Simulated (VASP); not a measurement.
Write the native input for VASP 6.6.1 that does the following.

```
Task                   : single point
Functional             : PBEsol
Potentials or basis    : VASP PAW PBE potentials, release 64 (Fe)
Cutoff                 : 520 eV
k mesh                 : 24 × 24 × 24
Occupations            : gaussian, width 0.15 eV
Spin                   : collinear spin, ferromagnetic start
Starting moments       : [2.64] μB
Dipole correction      : no
Further INCAR settings : ALGO = Normal; EDIFF = 1e-07; NBANDS = 14
```

The structure of Fe lies in POSCAR:

```
Fe
1.0
   -1.4390000000      1.4390000000      1.5541200000
    1.4390000000     -1.4390000000      1.5541200000
    1.4390000000      1.4390000000     -1.5541200000
Fe
1
Direct
    0.0000000000      0.0000000000      0.0000000000
```

This cell differs from its parent crystal: strain +0.000 along x and y, +0.080 along z.

These files were run (other wordings do the same):

INCAR

```
SYSTEM = Fe
ALGO = Normal
EDIFF = 1E-7
ENCUT = 520
GGA = PS
ISIF = 2
ISMEAR = 0
ISPIN = 2
LASPH = .TRUE.
LCHARG = .FALSE.
LMAXMIX = 4
LORBIT = 11
LREAL = .FALSE.
LWAVE = .FALSE.
MAGMOM = 2.64
NBANDS = 14
NELM = 150
PREC = Accurate
SIGMA = 0.15
```

KPOINTS

```
k-points
0
G
  24 24 24
  0 0 0
```

Potentials or basis: VASP PAW PBE potentials, release 64 (Fe).

Launch:

```sh
$ cat potpaw_PBE.64/Fe/POTCAR > POTCAR
$ mpirun -np 1 vasp_std > vasp.out
```

It gave:

```yaml
Pressure: -21.5 GPa
Net_moment: 2.54 μB per cell
Site_moments: Fe +2.55 μB
Valence_electrons_inside_the_program's_atomic_spheres: Fe 7.04
```

Caveat: the cell differs from its parent crystal (strain +0.000 along x and y, +0.080 along z); the cell stands under tension; the PAW data sets were made with another functional, which shifts forces and pressure a little.

Wall time 5.7 min on 1 thread of Oxide Virtual Turin-like Processor, on a shared host, peak memory 0.34 GiB.
